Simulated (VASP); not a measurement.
## Cd3Te2S: single point with PBE

Cd3Te2S:

```
Cd Te S
1.0
     7.53370    0.00000    0.00000
    -3.76685    6.52438    0.00000
     0.00000    0.00000    4.00344
Cd Te S
3 2 1
Cartesian
  3.7669 0.0000 2.0017
  -1.8834 3.2622 2.0017
  1.8834 3.2622 2.0017
  0.0000 4.3496 0.0000
  3.7669 2.1748 0.0000
  0.0000 0.0000 0.0000
```

```yaml
Program: VASP 6.6.1
Task: single point
Functional: PBE
Potentials_or_basis: VASP PAW PBE potentials, release 64 (Cd, Te, S)
Cutoff: 520 eV
k_mesh: 6 × 6 × 10
Occupations: gaussian, width 0.1 eV
Spin: no spin polarisation
Dipole_correction: no
Further_INCAR_settings: ALGO = Normal; EDIFF = 1e-07; NBANDS = 36
```

The pressure is 0.1 GPa. The band gap on the k mesh is zero (band 27 reaches 2.41 eV, above the bottom of band 28 at 1.78 eV).

Levels at points of the mesh, in eV from the Fermi level:
| k point | band 25 | band 26 | band 27 | band 28 | band 29 | band 30 |
| --- | --- | --- | --- | --- | --- | --- |
| (0.00, 0.00, 0.00) | -0.33 | -0.33 | -0.02 | 0.40 | 2.94 | 3.70 |
| (0.50, 0.00, 0.00) | -0.50 | -0.49 | 0.39 | 0.89 | 0.99 | 2.61 |
| (0.00, 0.00, 0.50) | -1.09 | -1.09 | -0.97 | 0.21 | 0.21 | 1.68 |
| (0.50, 0.00, 0.50) | -1.35 | -0.66 | -0.10 | -0.08 | 0.00 | 1.27 |

It took 4.7 min on 1 thread of Intel(R) Xeon(R) Platinum 8488C (Sapphire Rapids), on a shared host, peak memory 0.47 GiB.

Caveat: spin-orbit coupling is left out, which moves the levels of the heavy elements.
